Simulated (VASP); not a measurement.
# Ta: single point with PBE

System: Ta, a slab with vacuum.

```
CELL_PARAMETERS angstrom
3.30256 0.00000 0.00000
0.00000 3.30256 0.00000
0.00000 0.00000 24.90768
ATOMIC_POSITIONS crystal
Ta 0.50000 0.50000 0.30111
Ta 0.00000 0.00000 0.36741
Ta 0.50000 0.50000 0.43370
Ta 0.00000 0.00000 0.50000
Ta 0.50000 0.50000 0.56630
Ta 0.00000 0.00000 0.63259
Ta 0.50000 0.50000 0.69889
```

```
Program                : VASP 6.6.1
Task                   : single point
Functional             : PBE
Potentials or basis    : VASP PAW PBE potentials, release 64 (Ta_pv)
Cutoff                 : 520 eV
k mesh                 : 8 × 8 × 1
Occupations            : fermi-dirac, width 0.05 eV
Spin                   : no spin polarisation
Dipole correction      : yes
Further INCAR settings : ALGO = Normal; EDIFF = 1e-07; NBANDS = 48
```

```json
{"Largest force": "1.136 eV/Å", "Band gap on the k mesh": "zero (an odd number of electrons rules out a gap without spin polarisation)"}
```

Forces on the atoms (eV/Å):
```
Ta   0.000  0.000  1.094
Ta   0.000  0.000 -1.136
Ta   0.000  0.000 -0.350
Ta   0.000  0.000  0.000
Ta   0.000  0.000  0.350
Ta   0.000  0.000  1.136
Ta   0.000  0.000 -1.094
```

Levels at points of the mesh, in eV from the Fermi level:
| k point | band 34 | band 35 | band 36 | band 37 | band 38 | band 39 | band 40 | band 41 | band 42 | band 43 |
| --- | --- | --- | --- | --- | --- | --- | --- | --- | --- | --- |
| (0.00, 0.00, 0.00) | -0.06 | 0.28 | 0.46 | 0.46 | 0.54 | 0.54 | 0.68 | 0.68 | 0.76 | 1.12 |
| (0.50, 0.00, 0.00) | -0.90 | -0.85 | -0.79 | -0.06 | 0.18 | 0.18 | 0.23 | 0.35 | 1.08 | 1.09 |
| (0.50, 0.50, 0.00) | -1.51 | -1.23 | -1.23 | -0.44 | -0.44 | 0.66 | 0.66 | 2.14 | 2.14 | 2.30 |

It took 13 min on 1 thread of AMD EPYC 7R43 64-Core Processor (Zen 3), on a shared host, peak memory 0.42 GiB.

Caveat: spin-orbit coupling is left out, which moves the levels of the heavy elements.
